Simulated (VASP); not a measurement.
Wanted: the native input for a VASP 6.6.1 run.

```
Task                   : single point
Functional             : LDA
Potentials or basis    : VASP PAW LDA potentials, release 64 (Te, Mo_sv)
Cutoff                 : 520 eV
k mesh                 : 8 × 8 × 1
Occupations            : gaussian, width 0.1 eV
Spin                   : no spin polarisation
Dipole correction      : no
Further INCAR settings : ALGO = Normal; EDIFF = 1e-06; NBANDS = 35
```

The structure of Te2Mo lies in POSCAR:

```
Te2Mo
1.0
    3.5603917377      0.0000000000      0.0000000000
   -1.7801958688      3.0833896922      0.0000000000
    0.0000000000      0.0000000000     24.8112624000
Te Mo
4 2
Direct
    0.3333333333      0.6666666667      0.2236394800
    0.6666666667      0.3333333333      0.9206288600
    0.6666666667      0.3333333333      0.7759574772
    0.3333333333      0.6666666667      0.0793711400
    0.6666666667      0.3333333333      0.1515414900
    0.3333333333      0.6666666667      0.8484585100
```

One way to write it, as run:

INCAR

```
PREC     = Accurate       # precision mode
ENCUT    = 520            # plane-wave cutoff, eV
EDIFF    = 1E-6           # SCF threshold, eV
ISMEAR   = 0              # smearing method
SIGMA    = 0.1            # smearing width, eV
LREAL    = False          # projectors in reciprocal space
LASPH    = True           # aspherical terms in the spheres
NELM     = 60             # most SCF steps
ALGO     = Normal         # electronic algorithm
ISIF     = 2              # what is computed and relaxed
LWAVE    = False          # write WAVECAR
LCHARG   = True           # write CHGCAR
LELF     = True           # ELF
LVHAR    = True         
NBANDS   = 35             # bands
```

KPOINTS

```
regular mesh
0
Gamma
  8 8 1
```

Potentials or basis: VASP PAW LDA potentials, release 64 (Te, Mo_sv).

The run is started by

```bash
$ cat potpaw_LDA.64/Te/POTCAR potpaw_LDA.64/Mo_sv/POTCAR > POTCAR
$ mpirun -np 1 vasp_std > vasp.out
```

It gave:

```yaml
Largest_force: 0.479 eV/Å
Band_gap_on_the_k_mesh: 1.22 eV, direct
```

Caveat: spin-orbit coupling is left out, which moves the levels of the heavy elements.

Run time: 3 min on 1 thread of AMD EPYC 7R13 Processor (Zen 3), on a shared host, peak memory 0.3 GiB.
